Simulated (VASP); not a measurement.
# SiO2 (P4_32_12) in VASP: a series of runs, part 2 of 2

VASP 6.6.1.

### Step 3. Single point, r2SCAN

This run uses another cell than the first one, of 13.75 Å³/atom.

POSCAR reads:

```
SiO2
1.0
    4.9157734500      0.0000000000      0.0000000000
    0.0000000000      4.9157734500      0.0000000000
    0.0000000000      0.0000000000      6.8288759100
Si O
4 8
Direct
    0.8086094131      0.8086094131      0.5000000000
    0.6913905869      0.3086094131      0.2500000000
    0.1913905869      0.1913905869      0.0000000000
    0.3086094131      0.6913905869      0.7500000000
    0.2643109725      0.3784158461      0.8130015639
    0.1215841539      0.7643109725      0.5630015639
    0.7356890275      0.6215841539      0.3130015639
    0.8784158461      0.2356890275      0.0630015639
    0.7643109725      0.1215841539      0.4369984361
    0.6215841539      0.7356890275      0.6869984361
    0.2356890275      0.8784158461      0.9369984361
    0.3784158461      0.2643109725      0.1869984361
```

INCAR.step1 reads:

```
SYSTEM = SiO2
  PREC = Accurate
  ENCUT = 520
  ISMEAR = -1
  SIGMA = 0.02
  LREAL = .FALSE.
  LASPH = .TRUE.
  NELM = 80
  NBANDS = 44
  GGA = PE
  ALGO = Normal
  EDIFF = 1E-4
  LWAVE = .TRUE.
  LCHARG = .FALSE.
```

INCAR.step2 reads:

```
SYSTEM = SiO2
  PREC = Accurate
  ENCUT = 520
  EDIFF = 1E-6
  ISMEAR = -1
  SIGMA = 0.02
  LREAL = .FALSE.
  LASPH = .TRUE.
  NELM = 80
  ALGO = Normal
  ISIF = 2
  LWAVE = .FALSE.
  LCHARG = .FALSE.
  METAGGA = R2SCAN
  LMIXTAU = .TRUE.
  NBANDS = 44
  ISTART = 1
```

KPOINTS reads:

```
regular mesh
0
G
  6 6 4
  0 0 0
```

Potentials or basis: VASP PAW PBE potentials, release 64 (Si, O).

Started as:

```sh
cat potpaw_PBE.64/Si/POTCAR potpaw_PBE.64/O/POTCAR > POTCAR
cp INCAR.step1 INCAR
mpirun -np 1 vasp_std > vasp.out
cp INCAR.step2 INCAR
mpirun -np 1 vasp_std > vasp.out
```

OUTCAR:

```text
SYSTEM = SiO2
   PREC = Accurate
   ENCUT = 520
   EDIFF = 1E-6
   ISMEAR = -1
   LREAL = .FALSE.
   LASPH = .TRUE.
   NELM = 80
   ISIF = 2
   METAGGA = R2SCAN
   ISTART = 1

 ion  position               nearest neighbor table
   1  0.809  0.809  0.500-   6 1.61   9 1.61   7 1.61  10 1.61   2 3.05   4 3.05   2 3.05   4 3.05

   2  0.691  0.309  0.250-   7 1.61  12 1.61   9 1.61   8 1.61   1 3.05   3 3.05   1 3.05   3 3.05

   3  0.191  0.191  0.000-   8 1.61  11 1.61   5 1.61  12 1.61   2 3.05   4 3.05   4 3.05   2 3.05
[... 1363 lines left out ...]
  external PRESSURE =       8.4222639 kB  Pullay stress =       0.0000000 kB

 VOLUME and BASIS-vectors are now :
 -----------------------------------------------------------------------------
  energy-cutoff  :      520.00
  volume of cell :      165.02
      direct lattice vectors                 reciprocal lattice vectors
     4.915773450  0.000000000  0.000000000     0.203426787  0.000000000  0.000000000
     0.000000000  4.915773450  0.000000000     0.000000000  0.203426787  0.000000000
     0.000000000  0.000000000  6.828875910     0.000000000  0.000000000  0.146436985

 POSITION                                       TOTAL-FORCE (eV/Angst)
 -----------------------------------------------------------------------------------
      3.97494      3.97494      3.41444         0.022029      0.022029      0.000000
      3.39872      1.51705      1.70722        -0.022029      0.022029      0.000000
      0.94083      0.94083      0.00000        -0.022029     -0.022029      0.000000
      1.51705      3.39872      5.12166         0.022029     -0.022029      0.000000
      1.29929      1.86021      5.55189        -0.000118      0.000028      0.003597
      0.59768      3.75718      3.84467        -0.000028     -0.000118      0.003597
      3.61648      3.05557      2.13745         0.000118     -0.000028      0.003597
      4.31809      1.15859      0.43023         0.000028      0.000118      0.003597
      3.75718      0.59768      2.98421        -0.000118     -0.000028     -0.003597
      3.05557      3.61648      4.69143        -0.000028      0.000118     -0.003597
      1.15859      4.31809      6.39865         0.000118      0.000028     -0.003597
      1.86021      1.29929      1.27699         0.000028     -0.000118     -0.003597
 -----------------------------------------------------------------------------------
    total drift:                                0.000000     -0.000000     -0.000000

  FREE ENERGIE OF THE ION-ELECTRON SYSTEM (eV)
  ---------------------------------------------------
  free  energy   TOTEN  =      -119.1392472254 eV

  energy  without entropy=     -119.1392472254  energy(sigma->0) =     -119.13924723
```

OSZICAR.step1:

```text
N       E                     dE             d eps       ncg     rms          rms(c)
DAV:   1     0.395299931580E+03    0.39530E+03   -0.33163E+04  2640   0.133E+03
DAV:   2    -0.784067644490E+02   -0.47371E+03   -0.45948E+03  3316   0.313E+02
DAV:   3    -0.107213441615E+03   -0.28807E+02   -0.28672E+02  3240   0.819E+01
DAV:   4    -0.107577621456E+03   -0.36418E+00   -0.36359E+00  3304   0.102E+01
DAV:   5    -0.107583990435E+03   -0.63690E-02   -0.63644E-02  3288   0.131E+00    0.295E+01
DAV:   6    -0.947435711743E+02    0.12840E+02   -0.48779E+01  3096   0.324E+01    0.140E+01
DAV:   7    -0.947633026298E+02   -0.19731E-01   -0.14635E+00  3172   0.508E+00    0.510E+00
DAV:   8    -0.947575161056E+02    0.57865E-02   -0.73992E-02  3224   0.170E+00    0.198E+00
DAV:   9    -0.947715176118E+02   -0.14002E-01   -0.39269E-02  2964   0.118E+00    0.358E-01
DAV:  10    -0.947737825416E+02   -0.22649E-02   -0.41599E-03  2976   0.309E-01    0.112E-01
DAV:  11    -0.947737724098E+02    0.10132E-04   -0.95920E-04  3236   0.163E-01
   1 F= -.94773772E+02 E0= -.94773772E+02  d E =-.322994E-12
```

Wall time 6.3 min (1 thread of Intel Xeon 6975P-C (Granite Rapids), shared host); peak memory 0.39 GiB.

Results:

```
Free energy            : -119.1392 eV
Pressure               : 0.8 GPa
Largest force          : 0.031 eV/Å
Band gap on the k mesh : 6.43 eV
```

Forces in eV/Å, atoms in the order of the input:
```
Si   0.022  0.022  0.000
Si  -0.022  0.022  0.000
Si  -0.022 -0.022  0.000
Si   0.022 -0.022  0.000
O    0.000  0.000  0.004
O    0.000  0.000  0.004
O    0.000  0.000  0.004
O    0.000  0.000  0.004
O    0.000  0.000 -0.004
O    0.000  0.000 -0.004
O    0.000  0.000 -0.004
O    0.000  0.000 -0.004
```

Stress tensor (GPa, compression positive):
```
0.97 0.00 0.00
0.00 0.97 0.00
0.00 0.00 0.58
```

Levels at points of the mesh, in eV from the valence-band top:
| k point | band 28 | band 29 | band 30 | band 31 | band 32 | band 33 | band 34 | band 35 | band 36 | band 37 |
| --- | --- | --- | --- | --- | --- | --- | --- | --- | --- | --- |
| (0.00, 0.00, 0.00) | -1.30 | -0.70 | -0.36 | -0.36 | 0.00 | 6.43 | 9.70 | 9.70 | 10.32 | 10.32 |
| (0.50, 0.00, 0.00) | -0.99 | -0.67 | -0.67 | -0.51 | -0.51 | 8.60 | 8.60 | 10.09 | 10.09 | 10.81 |
| (0.50, 0.50, 0.00) | -1.31 | -0.59 | -0.59 | -0.52 | -0.52 | 9.55 | 9.55 | 9.72 | 9.72 | 10.58 |
| (0.00, 0.00, 0.50) | -0.93 | -0.58 | -0.58 | -0.38 | -0.38 | 7.77 | 7.77 | 10.27 | 10.27 | 10.80 |
| (0.50, 0.00, 0.50) | -1.02 | -0.93 | -0.93 | -0.20 | -0.20 | 9.03 | 9.03 | 9.83 | 9.83 | 10.29 |
| (0.50, 0.50, 0.50) | -1.35 | -0.58 | -0.58 | -0.58 | -0.58 | 10.07 | 10.07 | 10.07 | 10.07 | 10.73 |

Caveat: the PAW data sets were made with another functional, which shifts forces and pressure a little. r2SCAN opens gaps a little over a GGA but as a rule still falls short of measured ones.
